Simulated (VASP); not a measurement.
# Ga4RuPt (F-43m) in VASP: a series of runs, part 2 of 2

VASP 6.6.1.

## 4. Single point, PBE

This run uses another cell than the first one, of 15.41 Å³/atom.

File INCAR:

```
ALGO = Fast
EDIFF = 1E-6
ENCUT = 520
GGA = PE
ISIF = 2
ISMEAR = 0
LASPH = True
LCHARG = False
LREAL = False
LWAVE = False
NBANDS = 47
NELM = 100
PREC = Accurate
SIGMA = 0.1
```

File KPOINTS:

```
k-points
0
Gamma
  10 10 10
```

File POSCAR:

```
Ga4RuPt
1.0
    0.0000000000      3.5886751280      3.5886751280
    3.5886751280      0.0000000000      3.5886751280
    3.5886751280      3.5886751280      0.0000000000
Ga Ru Pt
4 1 1
Direct
    0.6250113834      0.6250113834      0.1249658497
    0.6250113834      0.1249658497      0.6250113834
    0.1249658497      0.6250113834      0.6250113834
    0.6250113834      0.6250113834      0.6250113834
    0.0000000000      0.0000000000      0.0000000000
    0.2500000000      0.2500000000      0.2500000000
```

Potentials or basis: VASP PAW PBE potentials, release 64 (Ga_d, Ru_pv, Pt).

On the command line:

```bash
> cat potpaw_PBE.64/Ga_d/POTCAR potpaw_PBE.64/Ru_pv/POTCAR potpaw_PBE.64/Pt/POTCAR > POTCAR
> mpirun -np 1 vasp_std > vasp.out
```

OUTCAR:

```text
EDIFF = 1E-6
   ENCUT = 520
   GGA = PE
   ISIF = 2
   ISMEAR = 0
   LASPH = True
   LREAL = False
   NELM = 100
   PREC = Accurate

 ion  position               nearest neighbor table
   1  0.625  0.625  0.125-   2 2.54   3 2.54   4 2.54   4 2.54   2 2.54   3 2.54   5 2.98   5 2.98
                             5 2.98   6 2.98   6 2.98   6 2.98
   2  0.625  0.125  0.625-   1 2.54   3 2.54   4 2.54   1 2.54   4 2.54   3 2.54   5 2.98   5 2.98
                             5 2.98   6 2.98   6 2.98   6 2.98
   3  0.125  0.625  0.625-   1 2.54   2 2.54   4 2.54   4 2.54   1 2.54   2 2.54   5 2.98   5 2.98
                             5 2.98   6 2.98   6 2.98   6 2.98
   4  0.625  0.625  0.625-   1 2.54   2 2.54   3 2.54   1 2.54   2 2.54   3 2.54   5 2.98   5 2.98
                             5 2.98   6 2.98   6 2.98   6 2.98
   5  0.000  0.000  0.000-   1 2.98   2 2.98   1 2.98   3 2.98   2 2.98   3 2.98   4 2.98   4 2.98
                             4 2.98   1 2.98   2 2.98   3 2.98   6 3.11   6 3.11   6 3.11   6 3.11
   6  0.250  0.250  0.250-   1 2.98   2 2.98   3 2.98   4 2.98   4 2.98   4 2.98   1 2.98   3 2.98
                             3 2.98   1 2.98   2 2.98   2 2.98   5 3.11   5 3.11   5 3.11   5 3.11

  LATTYP: Found a face centered cubic cell.
[... 197 lines left out ...]
 Fermi energy:         8.7069681554

 k-point     1 :       0.0000    0.0000    0.0000
  band No.  band energies     occupation
      1     -33.3835      2.00000
      2     -33.3835      2.00000
      3     -33.3835      2.00000
      4      -7.6585      2.00000
      5      -7.2805      2.00000
      6      -7.2805      2.00000
[... 1189 lines left out ...]
     46      14.5196      0.00000
     47      14.7675      0.00000

 [... further k-points ...]

------------------------ aborting loop because EDIFF is reached ----------------------------------------

  FORCE on cell =-STRESS in cart. coord.  units (eV):
  Direction    XX          YY          ZZ          XY          YZ          ZX
  --------------------------------------------------------------------------------------
  -------------------------------------------------------------------------------------
  Total        0.1266762      0.1266762      0.1266762     -0.0000000      0.0000000     -0.0000000
  in kB        2.1957007      2.1957007      2.1957007     -0.0000000      0.0000000     -0.0000000
  external PRESSURE =       2.1957007 kB  Pullay stress =       0.0000000 kB

 VOLUME and BASIS-vectors are now :
 -----------------------------------------------------------------------------
  energy-cutoff  :      520.00
  volume of cell :       92.43
      direct lattice vectors                 reciprocal lattice vectors
     0.000000000  3.588675128  3.588675128    -0.139327184  0.139327184  0.139327184
     3.588675128  0.000000000  3.588675128     0.139327184 -0.139327184  0.139327184
     3.588675128  3.588675128  0.000000000     0.139327184  0.139327184 -0.139327184

 POSITION                                       TOTAL-FORCE (eV/Angst)
 -----------------------------------------------------------------------------------
      2.69142      2.69142      4.48593         0.003383      0.003383     -0.003383
      2.69142      4.48593      2.69142         0.003383     -0.003383      0.003383
      4.48593      2.69142      2.69142        -0.003383      0.003383      0.003383
      4.48593      4.48593      4.48593        -0.003383     -0.003383     -0.003383
      0.00000      0.00000      0.00000        -0.000000     -0.000000     -0.000000
      1.79434      1.79434      1.79434        -0.000000     -0.000000     -0.000000
 -----------------------------------------------------------------------------------
    total drift:                                0.000000      0.000000      0.000001

  FREE ENERGIE OF THE ION-ELECTRON SYSTEM (eV)
  ---------------------------------------------------
  free  energy   TOTEN  =       -25.3984872257 eV

  energy  without entropy=      -25.3867412704  energy(sigma->0) =      -25.39261425
```

OSZICAR:

```text
N       E                     dE             d eps       ncg     rms          rms(c)
DAV:   1     0.856813474070E+03    0.85681E+03   -0.34702E+04  4820   0.300E+03
DAV:   2     0.101360752811E+03   -0.75545E+03   -0.72843E+03  4482   0.774E+02
DAV:   3    -0.193347162516E+02   -0.12070E+03   -0.11496E+03  4924   0.214E+02
DAV:   4    -0.259875123072E+02   -0.66528E+01   -0.64946E+01  5457   0.525E+01
DAV:   5    -0.262250424635E+02   -0.23753E+00   -0.23711E+00  6225   0.893E+00    0.981E+00
RMM:   6    -0.256757790875E+02    0.54926E+00   -0.29420E+00  5701   0.882E+00    0.526E+00
RMM:   7    -0.255750946598E+02    0.10068E+00   -0.46536E-01  6206   0.390E+00    0.497E+00
RMM:   8    -0.254417606650E+02    0.13333E+00   -0.21813E-01  5650   0.198E+00    0.222E+00
RMM:   9    -0.253996427786E+02    0.42118E-01   -0.44802E-02  6147   0.100E+00    0.462E-01
RMM:  10    -0.253984956789E+02    0.11471E-02   -0.13526E-02  6502   0.784E-01    0.163E-01
RMM:  11    -0.253984728183E+02    0.22861E-04   -0.33226E-03  6716   0.299E-01    0.561E-02
RMM:  12    -0.253984433417E+02    0.29477E-04   -0.78431E-04  7251   0.141E-01    0.179E-02
RMM:  13    -0.253984689608E+02   -0.25619E-04   -0.28260E-04  7397   0.667E-02    0.854E-03
RMM:  14    -0.253984789731E+02   -0.10012E-04   -0.10491E-04  6965   0.401E-02    0.594E-03
RMM:  15    -0.253984838781E+02   -0.49050E-05   -0.48917E-05  5899   0.233E-02    0.183E-03
RMM:  16    -0.253984858946E+02   -0.20166E-05   -0.22373E-05  4844   0.160E-02    0.162E-03
RMM:  17    -0.253984867773E+02   -0.88261E-06   -0.10099E-05  4454   0.107E-02    0.375E-04
RMM:  18    -0.253984872257E+02   -0.44849E-06   -0.50876E-06  3987   0.825E-03
   1 F= -.25398487E+02 E0= -.25392614E+02  d E =-.117460E-01
```

Wall time 8 min (1 thread of AMD EPYC 7R43 (Zen 3), shared host); peak memory 0.33 GiB.

What came out:

* Free energy: -25.3985 eV
* Pressure: 0.2 GPa
* Band gap on the k mesh: zero (bands 38 and 39 overlap by 0.57 eV)

Levels at points of the mesh, in eV from the Fermi level:
| k point | band 36 | band 37 | band 38 | band 39 | band 40 | band 41 |
| --- | --- | --- | --- | --- | --- | --- |
| (0.00, 0.00, 0.00) | -0.63 | -0.51 | -0.51 | -0.51 | 1.35 | 1.35 |
| (0.50, 0.00, 0.00) | -0.89 | -0.42 | -0.42 | 0.56 | 0.56 | 1.80 |
| (0.50, 0.50, 0.00) | -1.17 | -1.17 | -0.81 | 0.00 | 3.67 | 3.97 |

Caveat: spin-orbit coupling is left out, which moves the levels of the heavy elements.

## 5. Relaxation of cell and atoms, PBE

This run uses another cell than the first one, of 15.48 Å³/atom.

File INCAR:

```
SYSTEM = Ga4RuPt
PREC = Accurate ; ENCUT = 600
EDIFF = 1E-7 ; ISMEAR = 0
SIGMA = 0.1 ; LREAL = .FALSE.
LASPH = .TRUE. ; NELM = 100
ALGO = Fast ; ISIF = 3
LWAVE = .FALSE. ; LCHARG = .FALSE.
GGA = PE ; IBRION = 2
NSW = 100 ; EDIFFG = -0.01
```

File KPOINTS:

```
regular mesh
0
G
  10 10 10
  0 0 0
```

File POSCAR:

```
Ga4RuPt
1.0
    0.0000000000      3.5941598978      3.5941598978
    3.5941598978      0.0000000000      3.5941598978
    3.5941598978      3.5941598978      0.0000000000
Ga Ru Pt
4 1 1
Direct
    0.6250847173      0.6250847173      0.1247458480
    0.6250847173      0.1247458480      0.6250847173
    0.1247458480      0.6250847173      0.6250847173
    0.6250847173      0.6250847173      0.6250847173
    0.0000000000      0.0000000000      0.0000000000
    0.2500000000      0.2500000000      0.2500000000
```

Potentials or basis: VASP PAW PBE potentials, release 64 (Ga_d, Ru_pv, Pt).

On the command line:

```bash
> cat potpaw_PBE.64/Ga_d/POTCAR potpaw_PBE.64/Ru_pv/POTCAR potpaw_PBE.64/Pt/POTCAR > POTCAR
> mpirun -np 1 vasp_std > vasp.out
```

OUTCAR:

```text
SYSTEM = Ga4RuPt
   PREC = Accurate
   ENCUT = 600
   EDIFF = 1E-7
   ISMEAR = 0
   LREAL = .FALSE.
   LASPH = .TRUE.
   NELM = 100
   ISIF = 3
   GGA = PE
   IBRION = 2
   NSW = 100
   EDIFFG = -0.01

 ion  position               nearest neighbor table
   1  0.625  0.625  0.125-   2 2.54   3 2.54   4 2.54   4 2.54   2 2.54   3 2.54   5 2.98   5 2.98
                             5 2.98   6 2.98   6 2.98   6 2.98
   2  0.625  0.125  0.625-   1 2.54   3 2.54   4 2.54   1 2.54   4 2.54   3 2.54   5 2.98   5 2.98
                             5 2.98   6 2.98   6 2.98   6 2.98
   3  0.125  0.625  0.625-   1 2.54   2 2.54   4 2.54   4 2.54   1 2.54   2 2.54   5 2.98   5 2.98
                             5 2.98   6 2.98   6 2.98   6 2.98
   4  0.625  0.625  0.625-   1 2.54   2 2.54   3 2.54   1 2.54   2 2.54   3 2.54   5 2.98   5 2.98
                             5 2.98   6 2.98   6 2.98   6 2.98
   5  0.000  0.000  0.000-   2 2.98   3 2.98   1 2.98   1 2.98   2 2.98   3 2.98   4 2.98   4 2.98
                             4 2.98   1 2.98   2 2.98   3 2.98   6 3.11   6 3.11   6 3.11   6 3.11
   6  0.250  0.250  0.250-   1 2.98   2 2.98   3 2.98   4 2.98   4 2.98   4 2.98   1 2.98   3 2.98
                             1 2.98   2 2.98   2 2.98   3 2.98   5 3.11   5 3.11   5 3.11   5 3.11

  LATTYP: Found a face centered cubic cell.
 ALAT       =     7.1883197956

  Lattice vectors:

[... 196 lines left out ...]
  -------------------------------------------------------------------------------------
  Total       -0.1988915     -0.1988915     -0.1988915      0.0000000      0.0000000     -0.0000000
  in kB       -3.4316634     -3.4316634     -3.4316634      0.0000000      0.0000000     -0.0000000
  external PRESSURE =      -3.4316634 kB  Pullay stress =       0.0000000 kB
[... 67 lines left out ...]
--------------------------------------- Ionic step        3  -------------------------------------------

 number of electron      76.0000031 magnetization

 Free energy of the ion-electron system (eV)
  ---------------------------------------------------
  ext. energy  EPLUGINS =         0.00000000
  ---------------------------------------------------
  free energy    TOTEN  =       -25.39800864 eV

  energy without entropy =      -25.38619565  energy(sigma->0) =      -25.39210214

 E-fermi :   8.6829     XC(G=0): -12.4811

 val. band max:        8.6625370849   @ k =   0.2000   0.0000   0.0000
 cond. band min:       8.6867040813   @ k =   0.5000   0.5000   0.0000
 fundamental gap:      0.0241669965
 Fermi energy:         8.6829313144

 k-point     1 :       0.0000    0.0000    0.0000
  band No.  band energies     occupation
      1     -33.4050      2.00000
      2     -33.4050      2.00000
      3     -33.4050      2.00000
      4      -7.6737      2.00000
      5      -7.2977      2.00000
      6      -7.2977      2.00000
[... 1141 lines left out ...]
     44      13.1551      0.00000
     45      14.2394      0.00000

 [... further k-points ...]

------------------------ aborting loop because EDIFF is reached ----------------------------------------

  FORCE on cell =-STRESS in cart. coord.  units (eV):
  Direction    XX          YY          ZZ          XY          YZ          ZX
  --------------------------------------------------------------------------------------
  -------------------------------------------------------------------------------------
  Total       -0.0031648     -0.0031648     -0.0031648      0.0000000     -0.0000000      0.0000000
  in kB       -0.0547640     -0.0547640     -0.0547640      0.0000000     -0.0000000      0.0000000
  external PRESSURE =      -0.0547640 kB  Pullay stress =       0.0000000 kB
[... 21 lines left out ...]
  FREE ENERGIE OF THE ION-ELECTRON SYSTEM (eV)
  ---------------------------------------------------
  free  energy   TOTEN  =       -25.3980086377 eV

  energy  without entropy=      -25.3861956458  energy(sigma->0) =      -25.39210214

 reached required accuracy - stopping structural energy minimisation
```

OSZICAR:

```text
N       E                     dE             d eps       ncg     rms          rms(c)
DAV:   1     0.898860160465E+03    0.89886E+03   -0.38544E+04  4532   0.341E+03
DAV:   2     0.108755153734E+03   -0.79011E+03   -0.77143E+03  4270   0.827E+02
DAV:   3    -0.181388841813E+02   -0.12689E+03   -0.12105E+03  4759   0.230E+02
[... 38 lines left out ...]
RMM:   6    -0.253980082335E+02    0.14467E-04   -0.52902E-05  5526   0.560E-02    0.616E-03
RMM:   7    -0.253980085853E+02   -0.35178E-06   -0.12423E-05  6300   0.206E-02    0.208E-03
RMM:   8    -0.253980084546E+02    0.13072E-06   -0.20533E-06  5462   0.952E-03    0.869E-04
RMM:   9    -0.253980086162E+02   -0.16162E-06   -0.57156E-07  3827   0.521E-03    0.437E-04
RMM:  10    -0.253980086377E+02   -0.21506E-07   -0.18930E-07  2711   0.311E-03
   3 F= -.25398009E+02 E0= -.25392102E+02  d E =-.362907E-03
```

CONTCAR:

```text
Ga4RuPt
   1.00000000000000
    -0.0000000000000000    3.5906836254347723    3.5906836254347723
     3.5906836254347723    0.0000000000000000    3.5906836254347723
     3.5906836254347723    3.5906836254347723   -0.0000000000000000
  Ga              Ru              Pt
     4     1     1
Direct
     0.6249995058335951    0.6249995058335951    0.1250014823992127
     0.6249995058335951    0.1250014823992127    0.6249995058335951
     0.1250014823992127    0.6249995058335951    0.6249995058335951
     0.6249995058335951    0.6249995058335951    0.6249995058335951
     0.0000000000000000    0.0000000000000000    0.0000000000000000
     0.2500000000000000    0.2500000000000000    0.2500000000000000

  0.00000000E+00  0.00000000E+00  0.00000000E+00
  0.00000000E+00  0.00000000E+00  0.00000000E+00
  0.00000000E+00  0.00000000E+00  0.00000000E+00
  0.00000000E+00  0.00000000E+00  0.00000000E+00
  0.00000000E+00  0.00000000E+00  0.00000000E+00
  0.00000000E+00  0.00000000E+00  0.00000000E+00
```

Wall time 21 min (1 thread of AMD EPYC 7R43 (Zen 3), shared host); peak memory 0.38 GiB.

Results:

- Free energy: -25.3980 eV
- Relaxed volume: 15.43 Å³/atom
- Relaxed cell: a = 5.078 Å, b = 5.078 Å, c = 5.078 Å, α = 60.00°, β = 60.00°, γ = 60.00°
- Space group after relaxing (to 0.1 Å): F-43m (No. 216)
- Energy gained by relaxing: 0.1 meV/atom
- Ionic steps: 3
- Pressure after relaxing: 0.0 GPa
- Band gap on the k mesh: zero (bands 38 and 39 overlap by 0.57 eV)

Step by step:
```tsv
step	energy change (eV)	largest force (eV/Å)	pressure (GPa)	volume (Å³)
1	0.0000	0.0364	-0.34	92.86
2	-0.0002	0.0227	0.24	92.41
3	-0.0004	0.0018	-0.01	92.59
```

Final structure:
```
CELL_PARAMETERS angstrom
0.00000 3.59068 3.59068
3.59068 0.00000 3.59068
3.59068 3.59068 0.00000
ATOMIC_POSITIONS crystal
Ga 0.62500 0.62500 0.12500
Ga 0.62500 0.12500 0.62500
Ga 0.12500 0.62500 0.62500
Ga 0.62500 0.62500 0.62500
Ru 0.00000 0.00000 0.00000
Pt 0.25000 0.25000 0.25000
```

Caveat: spin-orbit coupling is left out, which moves the levels of the heavy elements.

## 6. Summary

| task | spin | cell | k mesh | cutoff (eV) | gap on the mesh (eV) | pressure (GPa) | relaxed volume (Å³/atom) |
| --- | --- | --- | --- | --- | --- | --- | --- |
| relaxation of cell and atoms | off | relaxed from a = 5.204 Å, angles 60.0°, 6 atoms, atomic positions A | 4 × 4 × 4 | 600 | none | 0.0 | 15.48 |
| single point | collinear, ferromagnetic start | a = 5.083 Å, angles 60.0°, 6 atoms, atomic positions B | 4 × 4 × 4 | 520 | none | 0.1 | - |
| single point | off | a = 5.075 Å, angles 60.0°, 6 atoms, atomic positions C | 10 × 10 × 10 | 520 | none | 0.2 | - |
| relaxation of cell and atoms | off | relaxed from a = 5.083 Å, angles 60.0°, 6 atoms, atomic positions B | 10 × 10 × 10 | 600 | none | 0.0 | 15.43 |

Alike in all rows: level PBE; potentials or basis VASP PAW PBE potentials, release 64 (Ga_d, Ru_pv, Pt); smearing gaussian 0.1 eV.

Caveats: some runs use coarse meshes; spin-orbit coupling is left out, which moves the levels of the heavy elements.

Total energies depend on the potentials used, so only differences within one code and one set of settings carry meaning.

The gap in the log of VASP goes by the Fermi energy; the results here count the filled bands.